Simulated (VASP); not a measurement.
# Lu (P6_3/mmc) in VASP: a series of runs, part 2 of 2

VASP 6.6.1. The steps go on from the part before.

## Step 4: Single point, LDA (28.10 Å³/atom)

This run uses another cell than the first one, of 28.10 Å³/atom.

INCAR

```
SYSTEM = Lu
ALGO = Normal ; EDIFF = 1E-6
ENCUT = 520 ; GGA = CA
ISIF = 2 ; ISMEAR = -1
LASPH = .True. ; LCHARG = .False.
LREAL = .False. ; LWAVE = .False.
NBANDS = 32 ; NELM = 80
PREC = Accurate ; SIGMA = 0.1
```

KPOINTS

```
k-points
0
Gamma
  18 18 10
  0 0 0
```

POSCAR

```
Lu
1.0
    3.4702858548      0.0000000000      0.0000000000
   -1.7351429274      3.0053557086      0.0000000000
    0.0000000000      0.0000000000      5.3888998448
Lu
2
Direct
    0.3333333333      0.6666666667      0.2500000000
    0.6666666667      0.3333333333      0.7500000000
```

Potentials or basis: VASP PAW PBE potentials, release 64 (Lu).

On the command line:

```
$ cat potpaw_PBE.64/Lu/POTCAR > POTCAR
$ mpirun -np 1 vasp_std > vasp.out
```

OUTCAR:

```text
SYSTEM = Lu
   EDIFF = 1E-6
   ENCUT = 520
   GGA = CA
   ISIF = 2
   ISMEAR = -1
   LASPH = .True.
   LREAL = .False.
   NELM = 80
   PREC = Accurate

 ion  position               nearest neighbor table
   1  0.333  0.667  0.250-   2 3.36   2 3.36   2 3.36   2 3.36   2 3.36   2 3.36
   2  0.667  0.333  0.750-   1 3.36   1 3.36   1 3.36   1 3.36   1 3.36   1 3.36

  LATTYP: Found a hexagonal cell.
 ALAT       =     3.4702858548
 C/A-ratio  =     1.5528691498

  Lattice vectors:

 A1 = (   3.4702858548,   0.0000000000,   0.0000000000)
 A2 = (  -1.7351429274,   3.0053557086,   0.0000000000)
 A3 = (   0.0000000000,   0.0000000000,   5.3888998448)

Analysis of symmetry for initial positions (statically):
=====================================================================
 Subroutine PRICEL returns:
 Original cell was already a primitive cell.

 Routine SETGRP: Setting up the symmetry group for a
 hexagonal supercell.

 Subroutine GETGRP returns: Found 24 space group operations
 (whereof 12 operations were pure point group operations)
 out of a pool of 24 trial point group operations.

The static configuration has the point symmetry D_3d.
[... 160 lines left out ...]

  energy without entropy =      -10.29143795  energy(sigma->0) =      -10.34307207

 E-fermi :   2.0545     XC(G=0): -11.1532

 val. band max:        2.0539505866   @ k =   0.1667   0.1111   0.0000
 cond. band min:       2.0620175954   @ k =   0.2778   0.1111   0.1000
 fundamental gap:      0.0080670088
 Fermi energy:         2.0544592113

 k-point     1 :       0.0000    0.0000    0.0000
  band No.  band energies     occupation
      1     -53.7744      2.00000
      2     -53.7293      2.00000
      3     -24.9669      2.00000
      4     -24.4704      2.00000
      5     -24.4704      2.00000
      6     -24.3698      2.00000
[... 829 lines left out ...]
     31       7.9155      0.00000
     32       8.7577      0.00000

 [... further k-points ...]

------------------------ aborting loop because EDIFF is reached ----------------------------------------

  FORCE on cell =-STRESS in cart. coord.  units (eV):
  Direction    XX          YY          ZZ          XY          YZ          ZX
  --------------------------------------------------------------------------------------
  -------------------------------------------------------------------------------------
  Total       -1.2282469     -1.2282469     -1.1899695      0.0000000      0.0000000     -0.0000000
  in kB      -35.0134575    -35.0134575    -33.9222901      0.0000000      0.0000000     -0.0000000
  external PRESSURE =     -34.6497351 kB  Pullay stress =       0.0000000 kB

 VOLUME and BASIS-vectors are now :
 -----------------------------------------------------------------------------
  energy-cutoff  :      520.00
  volume of cell :       56.20
      direct lattice vectors                 reciprocal lattice vectors
     3.470285855  0.000000000  0.000000000     0.288160700  0.166369658  0.000000000
    -1.735142927  3.005355709  0.000000000     0.000000000  0.332739315  0.000000000
     0.000000000  0.000000000  5.388899845     0.000000000  0.000000000  0.185566633

 POSITION                                       TOTAL-FORCE (eV/Angst)
 -----------------------------------------------------------------------------------
     -0.00000      2.00357      1.34722        -0.000000      0.000000      0.000000
      1.73514      1.00179      4.04167         0.000000      0.000000      0.000000
 -----------------------------------------------------------------------------------
    total drift:                               -0.000000      0.000000     -0.000000

  FREE ENERGIE OF THE ION-ELECTRON SYSTEM (eV)
  ---------------------------------------------------
  free  energy   TOTEN  =       -10.3947061975 eV

  energy  without entropy=      -10.2914379485  energy(sigma->0) =      -10.34307207
```

OSZICAR:

```text
N       E                     dE             d eps       ncg     rms          rms(c)
DAV:   1     0.237423564944E+03    0.23742E+03   -0.19213E+04 20592   0.506E+03
DAV:   2     0.188760449831E+02   -0.21855E+03   -0.21033E+03 15440   0.547E+02
DAV:   3    -0.805668088384E+01   -0.26933E+02   -0.26449E+02 20272   0.117E+02
DAV:   4    -0.106038657307E+02   -0.25472E+01   -0.25332E+01 22008   0.249E+01
DAV:   5    -0.106733724120E+02   -0.69507E-01   -0.69473E-01 21824   0.443E+00    0.534E+00
DAV:   6    -0.104301026246E+02    0.24327E+00   -0.90770E-01 21728   0.137E+01    0.221E+00
DAV:   7    -0.103989465292E+02    0.31156E-01   -0.12172E-01 20024   0.215E+00    0.572E-01
DAV:   8    -0.103945042464E+02    0.44423E-02   -0.19654E-02 22456   0.999E-01    0.142E-01
DAV:   9    -0.103947569435E+02   -0.25270E-03   -0.20959E-03 19456   0.342E-01    0.156E-01
DAV:  10    -0.103947060291E+02    0.50914E-04   -0.46062E-04 21992   0.224E-01    0.158E-02
DAV:  11    -0.103947061149E+02   -0.85793E-07   -0.27933E-05 20280   0.388E-02    0.391E-03
DAV:  12    -0.103947061975E+02   -0.82597E-07   -0.20844E-06 13864   0.134E-02
   1 F= -.10394706E+02 E0= -.10343072E+02  d E =-.103268E+00
```

Run time: 5.9 min. Hardware: 1 thread of Intel Xeon Platinum 8488C (Sapphire Rapids), shared host; peak memory 0.4 GiB.

Results:

* Free energy: -10.3947 eV
* Pressure: -3.5 GPa
* Band gap on the k mesh: zero (bands 25 and 26 overlap by 1.84 eV)

Stress tensor (GPa, compression positive):
```
-3.50  0.00  0.00
 0.00 -3.50  0.00
 0.00  0.00 -3.39
```

Caveat: the cell stands under tension; the PAW data sets were made with another functional, which shifts forces and pressure a little; spin-orbit coupling is left out, which moves the levels of the heavy elements.

## Step 5: Single point, LDA (29.14 Å³/atom)

This run uses another cell than the first one, of 29.14 Å³/atom.

INCAR

```
SYSTEM = Lu
PREC = Accurate
ENCUT = 520
EDIFF = 1E-6
ISMEAR = -1
SIGMA = 0.1
LREAL = .False.
LASPH = .True.
NELM = 100
ALGO = Normal
ISIF = 2
LWAVE = .False.
LCHARG = .False.
GGA = CA
NBANDS = 32
```

KPOINTS

```
regular mesh
0
Gamma
  18 18 10
  0 0 0
```

POSCAR

```
Lu
1.0
    3.5126105853      0.0000000000      0.0000000000
   -1.7563052926      3.0420100004      0.0000000000
    0.0000000000      0.0000000000      5.4546246131
Lu
2
Direct
    0.3333333333      0.6666666667      0.2500000000
    0.6666666667      0.3333333333      0.7500000000
```

Potentials or basis: VASP PAW PBE potentials, release 64 (Lu).

On the command line:

```
$ cat potpaw_PBE.64/Lu/POTCAR > POTCAR
$ mpirun -np 1 vasp_std > vasp.out
```

OUTCAR:

```text
SYSTEM = Lu
   PREC = Accurate
   ENCUT = 520
   EDIFF = 1E-6
   ISMEAR = -1
   LREAL = .False.
   LASPH = .True.
   NELM = 100
   ISIF = 2
   GGA = CA

 ion  position               nearest neighbor table
   1  0.333  0.667  0.250-   2 3.40   2 3.40   2 3.40   2 3.40   2 3.40   2 3.40
   2  0.667  0.333  0.750-   1 3.40   1 3.40   1 3.40   1 3.40   1 3.40   1 3.40

  LATTYP: Found a hexagonal cell.
 ALAT       =     3.5126105853
 C/A-ratio  =     1.5528691498

  Lattice vectors:

[... 1028 lines left out ...]

------------------------ aborting loop because EDIFF is reached ----------------------------------------

  FORCE on cell =-STRESS in cart. coord.  units (eV):
  Direction    XX          YY          ZZ          XY          YZ          ZX
  --------------------------------------------------------------------------------------
  -------------------------------------------------------------------------------------
  Total       -1.7965900     -1.7965900     -1.7612365     -0.0000000     -0.0000000     -0.0000000
  in kB      -49.3860218    -49.3860218    -48.4141992     -0.0000000     -0.0000000     -0.0000000
  external PRESSURE =     -49.0620809 kB  Pullay stress =       0.0000000 kB

 VOLUME and BASIS-vectors are now :
 -----------------------------------------------------------------------------
  energy-cutoff  :      520.00
  volume of cell :       58.28
      direct lattice vectors                 reciprocal lattice vectors
     3.512610585  0.000000000  0.000000000     0.284688546  0.164365009  0.000000000
    -1.756305293  3.042010000  0.000000000     0.000000000  0.328730017  0.000000000
     0.000000000  0.000000000  5.454624613     0.000000000  0.000000000  0.183330673

 POSITION                                       TOTAL-FORCE (eV/Angst)
 -----------------------------------------------------------------------------------
     -0.00000      2.02801      1.36366         0.000000     -0.000000      0.000000
      1.75631      1.01400      4.09097        -0.000000      0.000000      0.000000
 -----------------------------------------------------------------------------------
    total drift:                               -0.000000      0.000000     -0.000000

  FREE ENERGIE OF THE ION-ELECTRON SYSTEM (eV)
  ---------------------------------------------------
  free  energy   TOTEN  =       -10.3412663418 eV

  energy  without entropy=      -10.2344383200  energy(sigma->0) =      -10.28785233
```

stdout:

```text
POSCAR found type information on POSCAR Lu
 POSCAR found :  1 types and       2 ions
 scaLAPACK will be used
 -----------------------------------------------------------------------------
|                                                                             |
|                                                                             |
|     You enforced a specific xc type in the INCAR file but a different       |
|     I HOPE YOU KNOW WHAT YOU ARE DOING!                                     |
|                                                                             |
 -----------------------------------------------------------------------------

 LDA part: xc-table for (Slater(with rela. corr.)+CA(PZ))
 , standard interpolation
 POSCAR, INCAR and KPOINTS ok, starting setup
 FFT: planning ... GRIDC
 FFT: planning ... GRID_SOFT
 FFT: planning ... GRID
 WAVECAR not read
 entering main loop
```

It took 6.4 min on 1 thread of Intel Xeon Platinum 8488C (Sapphire Rapids), shared host; peak memory 0.41 GiB.

Results:

```
Free energy            : -10.3413 eV
Pressure               : -4.9 GPa
Band gap on the k mesh : zero (bands 25 and 26 overlap by 1.81 eV)
```

Levels at points of the mesh, in eV from the Fermi level:
| k point | band 21 | band 22 | band 23 | band 24 | band 25 | band 26 | band 27 | band 28 | band 29 | band 30 |
| --- | --- | --- | --- | --- | --- | --- | --- | --- | --- | --- |
| (0.00, 0.00, 0.00) | -4.95 | -4.93 | -4.92 | -2.39 | 0.84 | 2.07 | 2.07 | 2.55 | 2.81 | 2.81 |
| (0.50, 0.00, 0.00) | -4.95 | -4.93 | -2.35 | -1.39 | -0.84 | -0.32 | 1.61 | 1.72 | 2.38 | 5.96 |
| (0.00, 0.00, 0.50) | -4.93 | -4.93 | -4.29 | -4.29 | 1.20 | 1.20 | 1.96 | 1.96 | 1.96 | 1.96 |
| (0.50, 0.00, 0.50) | -4.95 | -4.95 | -2.11 | -2.11 | 0.12 | 0.12 | 1.41 | 1.41 | 3.24 | 3.24 |

Caveat: the cell stands under tension; the PAW data sets were made with another functional, which shifts forces and pressure a little; spin-orbit coupling is left out, which moves the levels of the heavy elements.

## Step 6: Summary

```csv
cell,gap on the mesh (eV),pressure (GPa)
"a = 3.382, b = 3.382, c = 5.252 Å, angles 90.0, 90.0, 120.0°, 2 atoms",none,0.3
"a = 3.427, b = 3.427, c = 5.322 Å, angles 90.0, 90.0, 120.0°, 2 atoms",none,-1.7
"a = 3.470, b = 3.470, c = 5.389 Å, angles 90.0, 90.0, 120.0°, 2 atoms",none,-3.5
"a = 3.513, b = 3.513, c = 5.455 Å, angles 90.0, 90.0, 120.0°, 2 atoms",none,-4.9
```

Alike in all rows: task single point; level LDA; potentials or basis VASP PAW PBE potentials, release 64 (Lu); no spin polarisation; k mesh 18 × 18 × 10; cutoff (eV) 520; smearing fermi-dirac 0.1 eV.

Caveats: the PAW data sets were made with another functional, which shifts forces and pressure a little; spin-orbit coupling is left out, which moves the levels of the heavy elements; the cell stands under tension (at least some runs).

Total energies depend on the potentials used, so only differences within one code and one set of settings carry meaning.
